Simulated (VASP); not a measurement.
# Os in VASP: notebook

Runs on Os. Level: PBE. Tasks: single point, relaxation of cell and atoms.

All numbers are computed with VASP 6.6.1; they aren't measurements. Logs are shortened: lines on timing, memory, paths and dates and some standing lists are left out, and cuts for length are marked.

## 1. The cell of the first run

Symmetry: Cmmm, No. 65, orthorhombic system. The conventional cell has a = 2.174 Å, b = 4.060 Å, c = 3.170 Å, α = 90.00°, β = 90.00°, γ = 90.00°. Os (site symmetry mmm) has 6 Os at 2.17 to 2.30 Å within 2.9 Å.

## 2. Single point, PBE

The input, INCAR:

```
PREC = Accurate ; ENCUT = 520
EDIFF = 1E-6 ; ISMEAR = 0
SIGMA = 0.1 ; LREAL = False
LASPH = True ; NELM = 100
ALGO = Normal ; ISIF = 2
LWAVE = False ; LCHARG = False
GGA = PE ; NBANDS = 10
```

The input, KPOINTS:

```
regular mesh
0
Gamma
  8 8 6
```

The input, POSCAR:

```
Os
1.0
    1.0872243000     -2.0298561200      0.0000000000
    1.0872243000      2.0298561200      0.0000000000
    0.0000000000      0.0000000000      3.1699121100
Os
1
Direct
    0.0000000000      0.0000000000      0.0000000000
```

Potentials or basis: VASP PAW PBE potentials, release 64 (Os).

Launch:

```console
$ cat potpaw_PBE.64/Os/POTCAR > POTCAR
$ mpirun -np 1 vasp_std > vasp.out
```

OUTCAR:

```text
PREC = Accurate
   ENCUT = 520
   EDIFF = 1E-6
   ISMEAR = 0
   LREAL = False
   LASPH = True
   NELM = 100
   ISIF = 2
   GGA = PE

 ion  position               nearest neighbor table
   1  0.000  0.000  0.000-

  LATTYP: Found a base centered orthorhombic cell.
 ALAT       =     2.1744486000
 B/A-ratio  =     1.8670076819
 C/A-ratio  =     1.4578004327

  Lattice vectors:

 A1 = (   1.0872243000,  -2.0298561200,   0.0000000000)
 A2 = (   1.0872243000,   2.0298561200,   0.0000000000)
 A3 = (   0.0000000000,   0.0000000000,   3.1699121100)

Analysis of symmetry for initial positions (statically):
=====================================================================
 Subroutine PRICEL returns:
 Original cell was already a primitive cell.

 Routine SETGRP: Setting up the symmetry group for a
 base centered orthorhombic supercell.

 Subroutine GETGRP returns: Found  8 space group operations
 (whereof  8 operations were pure point group operations)
 out of a pool of  8 trial point group operations.

The static configuration has the point symmetry D_2h.

Analysis of symmetry for dynamics (positions and initial velocities):
=====================================================================
 Subroutine PRICEL returns:
 Original cell was already a primitive cell.

 Routine SETGRP: Setting up the symmetry group for a
 base centered orthorhombic supercell.

 Subroutine GETGRP returns: Found  8 space group operations
 (whereof  8 operations were pure point group operations)
 out of a pool of  8 trial point group operations.

The dynamic configuration has the point symmetry D_2h.

 Subroutine INISYM returns: Found  8 space group operations
 (whereof  8 operations are pure point group operations),
 and found     1 'primitive' translations

----------------------------------------------------------------------------------------

                                     Primitive cell

  volume of cell :      13.9914

  direct lattice vectors                    reciprocal lattice vectors
     1.087224300 -2.029856120  0.000000000     0.459886704 -0.246322877  0.000000000
     1.087224300  2.029856120  0.000000000     0.459886704  0.246322877  0.000000000
     0.000000000  0.000000000  3.169912110     0.000000000  0.000000000  0.315466160

  length of vectors
     2.302688113  2.302688113  3.169912110     0.521699857  0.521699857  0.315466160

  position of ions in fractional coordinates (direct lattice)
     0.000000000  0.000000000  0.000000000

  ion indices of the primitive-cell ions
   primitive index   ion index
                 1           1

----------------------------------------------------------------------------------------

 KPOINTS: regular mesh

Automatic generation of k-mesh.
 Grid dimensions read from file:
 generate k-points for:    8    8    6

 Generating k-lattice:

  Cartesian coordinates                     Fractional coordinates (reciprocal lattice)
     0.057485838 -0.030790360  0.000000000     0.125000000 -0.000000000  0.000000000
     0.057485838  0.030790360  0.000000000    -0.000000000  0.125000000  0.000000000
     0.000000000  0.000000000  0.052577693     0.000000000  0.000000000  0.166666667

  Length of vectors
     0.065212482  0.065212482  0.052577693

  Shift w.r.t. Gamma in fractional coordinates (k-lattice)
     0.000000000  0.000000000  0.000000000

 Subroutine IBZKPT returns following result:
 ===========================================

 Found     84 irreducible k-points:

 Following reciprocal coordinates:
            Coordinates               Weight
  0.000000  0.000000  0.000000      1.000000
  0.125000  0.000000  0.000000      4.000000
  0.250000  0.000000  0.000000      4.000000
  0.375000  0.000000  0.000000      4.000000
  0.500000  0.000000  0.000000      2.000000
  0.125000  0.125000  0.000000      2.000000
[... 16 lines left out ...]
  0.125000  0.000000  0.166667      8.000000
  0.250000  0.000000  0.166667      8.000000
 [... further k-points ...]
   k-points           NKPTS =     84   k-points in BZ     NKDIM =     84   number of bands    NBANDS=     10
   number of dos      NEDOS =    301   number of ions     NIONS =      1
   total plane-waves  NPLWV =   7776
   dimension x,y,z NGX =    18 NGY =   18 NGZ =   24
   dimension x,y,z NGXF=    36 NGYF=   36 NGZF=   48
   ions per type =               1
   NGX,Y,Z   is equivalent  to a cutoff of  13.00, 13.00, 12.59 a.u.
   NGXF,Y,Z  is equivalent  to a cutoff of  25.99, 25.99, 25.17 a.u.
 SYSTEM =  unknown system
   PREC   = accura    normal or accurate (medium, high low for compatibility)
   ISTART =      0    job   : 0-new  1-cont  2-samecut
   ICHARG =      2    charge: 1-file 2-atom 10-const
   ISPIN  =      1    spin polarized calculation?
   LNONCOLLINEAR =      F non collinear calculations
   LSORBIT =      F    spin-orbit coupling
   LASPH  =      T    aspherical Exc in radial PAW
   ENCUT  =  520.0 eV  38.22 Ry    6.18 a.u.   4.28  4.28  5.89*2*pi/ulx,y,z
   NELM   =    100;   NELMIN=  2; NELMDL= -5     # of ELM steps
   EDIFF  = 0.1E-05   stopping-criterion for ELM
   LREAL  =      F    real-space projection
   EDIFFG = 0.1E-04   stopping-criterion for IOM
   NSW    =      0    number of steps for IOM
   IBRION =     -1    ionic relax: 0-MD 1-quasi-New 2-CG
   NFREE  =      0    steps in history (QN), initial steepest desc. (CG)
   ISIF   =      2    stress and relaxation
   ISYM   =      2    0-nonsym 1-usesym 2-fastsym
   POTIM  = 0.5000    time-step for ionic-motion
   TEBEG  =    0.0;   TEEND  =   0.0 temperature during run
   PSTRESS=    0.0 pullay stress
   NELECT =       8.0000    total number of electrons
   NUPDOWN=      -1.0000    fix difference up-down
   EMIN   =  10.00;   EMAX   =-10.00  energy-range for DOS
   EFERMI =   0.00;   METHOD = LEGACY
   ISMEAR =     0;   SIGMA  =   0.10  broadening in eV -4-tet -1-fermi 0-gaus
   EFERMI_NEDOS =   21; number of points for ismear=-14 and -15
   IALGO  =     38    algorithm
   IMIX   =      4    mixing-type and parameters
     AMIX     =   0.40;   BMIX     =  1.00
     AMIX_MAG =   1.60;   BMIX_MAG =  1.00
  volume/ion in A,a.u.               =      13.99        94.42
  Fermi-wavevector in a.u.,A,eV,Ry     =   1.358786  2.567733 25.120415  1.846298
  Thomas-Fermi vector in A             =   2.485589
   LORBIT       =      0    0 simple, 1 ext, 2 COOP (PROOUT), +10 PAW based schemes
   GGA     = PE    functional components
   LHFCALC =     F    Hartree Fock is set to
   AEXX    =    0.0000 exact exchange contribution
   IVDW    =     0    specifies the selected vdW correction
   LEPSILON=     F    determine dielectric tensor
   LRPA    =     F    only Hartree local field effects (RPA)
 non-spin polarized calculation
 Gauss-broadening in eV      SIGMA  =   0.10
  energy-cutoff  :      520.00
  volume of cell :       13.99
 maximum number of plane-waves:       388
 NGX is ok and might be reduce to    18
   NGX =  9   NGY =  9   NGZ = 11

 number of electron       8.0000001 magnetization

 Free energy of the ion-electron system (eV)
  ---------------------------------------------------
  ext. energy  EPLUGINS =         0.00000000
  ---------------------------------------------------
  free energy    TOTEN  =        -6.58024188 eV

  energy without entropy =       -6.57121327  energy(sigma->0) =       -6.57572757

 E-fermi :   9.7922     XC(G=0): -13.6221

 val. band max:        9.7808239794   @ k =   0.5000   0.2500   0.3333
 cond. band min:       9.7929819814   @ k =  -0.3750   0.2500   0.5000
 fundamental gap:      0.0121580021
 Fermi energy:         9.7922362604

 k-point     1 :       0.0000    0.0000    0.0000
  band No.  band energies     occupation
      1      -1.6787      2.00000
      2       1.9252      2.00000
      3       4.2314      2.00000
      4       7.3240      2.00000
      5      12.5919      0.00000
      6      13.5607      0.00000
      7      16.6437      0.00000
      8      26.8628      0.00000
      9      29.0940      0.00000
     10      39.7684      0.00000

 k-point     2 :       0.1250    0.0000    0.0000
  band No.  band energies     occupation
      1      -0.3928      2.00000
      2       2.5502      2.00000
      3       4.7992      2.00000
      4       6.8366      2.00000
      5      10.0208      0.00123
      6      12.4060      0.00000
      7      20.2002      0.00000
      8      28.6264      0.00000
      9      29.7895      0.00000
     10      36.8704      0.00000

 k-point     3 :       0.2500    0.0000    0.0000
  band No.  band energies     occupation
      1       0.7495      2.00000
      2       3.6822      2.00000
      3       6.3244      2.00000
      4       6.5030      2.00000
      5       9.6521      1.95258
      6      11.4855      0.00000
      7      24.1091      0.00000
      8      26.2690      0.00000
      9      31.2061      0.00000
     10      34.1699      0.00000

 k-point     4 :       0.3750    0.0000    0.0000
  band No.  band energies     occupation
      1      -0.6044      2.00000
      2       3.8180      2.00000
      3       5.8936      2.00000
      4      10.6957      0.00000
      5      10.8608      0.00000
      6      14.3706      0.00000
      7      23.1176      0.00000
      8      25.4431      0.00000
      9      28.7241      0.00000
     10      31.4599      0.00000
[... 222 lines left out ...]
 k-point    22 :       0.0000    0.0000    0.1667
  band No.  band energies     occupation
      1      -1.4690      2.00000
      2       2.4699      2.00000
      3       4.2495      2.00000
      4       7.3382      2.00000
      5      12.4821      0.00000
      6      13.4675      0.00000
      7      15.0089      0.00000
      8      26.9976      0.00000
      9      29.7666      0.00000
     10      38.5146      0.00000

 k-point    23 :       0.1250    0.0000    0.1667
  band No.  band energies     occupation
      1      -0.1495      2.00000
      2       3.0036      2.00000
      3       4.8179      2.00000
      4       6.8540      2.00000
      5       9.8547      0.37721
      6      12.2854      0.00000
      7      18.2518      0.00000
      8      29.9184      0.00000
      9      30.1415      0.00000
     10      36.1456      0.00000

 k-point    24 :       0.2500    0.0000    0.1667
  band No.  band energies     occupation
      1       0.8483      2.00000
      2       3.8057      2.00000
      3       6.5048      2.00000
      4       6.7717      2.00000
      5       9.6697      1.91682
      6      11.3416      0.00000
      7      21.1927      0.00000
      8      27.5236      0.00000
      9      33.0732      0.00000
     10      33.4671      0.00000

 [... further k-points ...]
[... 5 lines left out ...]
  --------------------------------------------------------------------------------------
  -------------------------------------------------------------------------------------
  Total       26.1812234     21.1423890     -0.7733079      0.0000000      0.0000000      0.0000000
  in kB     2998.0501657   2421.0458729    -88.5526137      0.0000000      0.0000000      0.0000000
  external PRESSURE =    1776.8478083 kB  Pullay stress =       0.0000000 kB

 VOLUME and BASIS-vectors are now :
 -----------------------------------------------------------------------------
  energy-cutoff  :      520.00
  volume of cell :       13.99
      direct lattice vectors                 reciprocal lattice vectors
     1.087224300 -2.029856120  0.000000000     0.459886704 -0.246322877  0.000000000
     1.087224300  2.029856120  0.000000000     0.459886704  0.246322877  0.000000000
     0.000000000  0.000000000  3.169912110     0.000000000  0.000000000  0.315466160

 POSITION                                       TOTAL-FORCE (eV/Angst)
 -----------------------------------------------------------------------------------
      0.00000      0.00000      0.00000        -0.000000      0.000000      0.000000
 -----------------------------------------------------------------------------------
    total drift:                                0.000000      0.000000      0.000000

  FREE ENERGIE OF THE ION-ELECTRON SYSTEM (eV)
  ---------------------------------------------------
  free  energy   TOTEN  =        -6.5802418803 eV

  energy  without entropy=       -6.5712132686  energy(sigma->0) =       -6.57572757
```

Wall time 4.3 s (1 thread of AMD EPYC 9R45 (Zen 5), shared host); peak memory 0.1 GiB.

Results:

```
Free energy            : -6.5802 eV
Pressure               : 177.7 GPa
Band gap on the k mesh : zero (band 4 reaches 11.73 eV, above the bottom of band 5 at 7.47 eV)
```

Caveat: the k points lie up to 0.41 Å⁻¹ apart; spin-orbit coupling is left out, which moves the levels of the heavy elements.

## 3. Single point, PBE

This run uses another cell than the first one, of 15.75 Å³/atom, 1.126 times its volume.

The input, INCAR:

```
PREC     = Accurate       # precision mode
ENCUT    = 520            # plane-wave cutoff, eV
EDIFF    = 1E-6           # SCF threshold, eV
ISMEAR   = 0              # smearing method
SIGMA    = 0.1            # smearing width, eV
LREAL    = F              # projectors in reciprocal space
LASPH    = T              # aspherical terms in the spheres
NELM     = 100            # most SCF steps
ALGO     = Fast           # electronic algorithm
ISIF     = 2              # what is computed and relaxed
LWAVE    = F              # write WAVECAR
LCHARG   = T              # write CHGCAR
GGA      = PE             # functional
LELF     = T              # ELF
LVHAR    = T            
NBANDS   = 10             # bands
```

KPOINTS is that of step 2.

The input, POSCAR:

```
Os
1.0
    1.3363413261     -2.3143020080      0.0000000000
    1.3363413261      2.3143020080      0.0000000000
    0.0000000000      0.0000000000      2.5464346571
Os
1
Direct
    0.0000000000      0.0000000000      0.0000000000
```

Potentials or basis: VASP PAW PBE potentials, release 64 (Os).

Launch:

```console
$ cat potpaw_PBE.64/Os/POTCAR > POTCAR
$ mpirun -np 1 vasp_std > vasp.out
```

Run time: 6.9 s. Hardware: 1 thread of AMD EPYC 9R45 (Zen 5), shared host; peak memory 0.1 GiB.

Results (log left out):

- Free energy: -10.0331 eV
- Pressure: -0.1 GPa
- Band gap on the k mesh: zero (band 4 reaches 11.20 eV, above the bottom of band 5 at 7.00 eV)

Stress tensor (GPa, compression positive):
```
 0.04  0.00  0.00
 0.00  0.07  0.00
 0.00  0.00 -0.36
```

Levels at points of the mesh, in eV from the Fermi level:
| k point | band 1 | band 2 | band 3 | band 4 | band 5 | band 6 | band 7 | band 8 | band 9 |
| --- | --- | --- | --- | --- | --- | --- | --- | --- | --- |
| (0.00, 0.00, 0.00) | -9.96 | -6.21 | -2.58 | -2.58 | 2.39 | 2.39 | 14.49 | 15.21 | 21.33 |
| (0.50, 0.00, 0.00) | -6.94 | -5.30 | -0.94 | -0.37 | 1.66 | 2.98 | 7.84 | 13.32 | 17.78 |
| (0.50, 0.50, 0.00) | -6.94 | -5.30 | -0.94 | -0.37 | 1.66 | 2.98 | 7.84 | 13.32 | 17.78 |
| (0.00, 0.00, 0.50) | -6.75 | -1.88 | -1.88 | -1.53 | -0.71 | -0.71 | 7.21 | 17.80 | 20.85 |
| (0.50, 0.00, 0.50) | -6.72 | -5.45 | -1.96 | 3.29 | 4.31 | 5.36 | 5.57 | 14.49 | 16.41 |
| (0.50, 0.50, 0.50) | -6.72 | -5.45 | -1.96 | 3.29 | 4.31 | 5.36 | 5.57 | 14.49 | 16.41 |

Caveat: the k points lie up to 0.41 Å⁻¹ apart; spin-orbit coupling is left out, which moves the levels of the heavy elements.

## 4. Single point, PBE, collinear spin, ferromagnetic start

This run uses another cell than the first one, of 15.75 Å³/atom, 1.126 times its volume.

The input, INCAR:

```
SYSTEM = Os
  PREC = Accurate
  ENCUT = 520
  EDIFF = 1E-6
  ISMEAR = 0
  SIGMA = 0.1
  LREAL = .False.
  LASPH = .True.
  NELM = 150
  ALGO = Normal
  ISIF = 2
  LWAVE = .False.
  LCHARG = .False.
  ISPIN = 2
  MAGMOM = 1
  LORBIT = 11
  LMAXMIX = 4
  GGA = PE
  NBANDS = 14
```

The input, KPOINTS:

```
regular mesh
0
Gamma
  6 6 6
  0 0 0
```

The input, POSCAR:

```
Os
1.0
    2.6725488254      0.0000000000      0.0000000000
   -1.3362744127      2.3144951756      0.0000000000
    0.0000000000      0.0000000000      2.5464346571
Os
1
Direct
    0.0000000000      0.0000000000      0.0000000000
```

Launch:

```console
$ cat potpaw_PBE.64/Os/POTCAR > POTCAR
$ mpirun -np 1 vasp_std > vasp.out
```

Wall time 4.9 s (1 thread of AMD EPYC 9R45 (Zen 5), shared host); peak memory 0.1 GiB.

It converged, with:

```yaml
Free_energy: -9.9755 eV
Pressure: 1.5 GPa
Band_gap_on_the_k_mesh: zero (filled and empty bands overlap)
Net_moment: 0.00 μB per cell
Valence_electrons_inside_the_program's_atomic_spheres: Os 7.31
```

Stress tensor (GPa, compression positive):
```
0.15 0.00 0.00
0.00 0.15 0.00
0.00 0.00 4.27
```

Levels at points of the mesh, in eV from the Fermi level:
Spin up:
| k point | band 2 | band 3 | band 4 | band 5 | band 6 | band 7 |
| --- | --- | --- | --- | --- | --- | --- |
| (0.00, 0.00, 0.00) | -6.07 | -2.34 | -2.34 | 2.52 | 2.52 | 14.75 |
| (0.50, 0.00, 0.00) | -5.20 | -0.79 | -0.16 | 1.80 | 3.20 | 8.05 |
| (0.00, 0.00, 0.50) | -1.64 | -1.64 | -1.38 | -0.58 | -0.58 | 7.32 |
| (0.50, 0.00, 0.50) | -5.20 | -1.83 | 3.51 | 4.45 | 5.50 | 5.84 |
Spin down:
| k point | band 1 | band 2 | band 3 | band 4 | band 5 | band 6 | band 7 | band 8 |
| --- | --- | --- | --- | --- | --- | --- | --- | --- |
| (0.00, 0.00, 0.00) | -9.76 | -6.07 | -2.35 | -2.35 | 2.52 | 2.52 | 14.75 | 15.42 |
| (0.50, 0.00, 0.00) | -6.71 | -5.20 | -0.79 | -0.17 | 1.79 | 3.20 | 8.05 | 13.50 |
| (0.00, 0.00, 0.50) | -6.49 | -1.64 | -1.64 | -1.38 | -0.58 | -0.58 | 7.32 | 18.09 |
| (0.50, 0.00, 0.50) | -6.57 | -5.20 | -1.83 | 3.51 | 4.45 | 5.50 | 5.84 | 14.68 |

Caveat: the k points lie up to 0.45 Å⁻¹ apart; spin-orbit coupling is left out, which moves the levels of the heavy elements.

(Continued in part 2 of 2.)
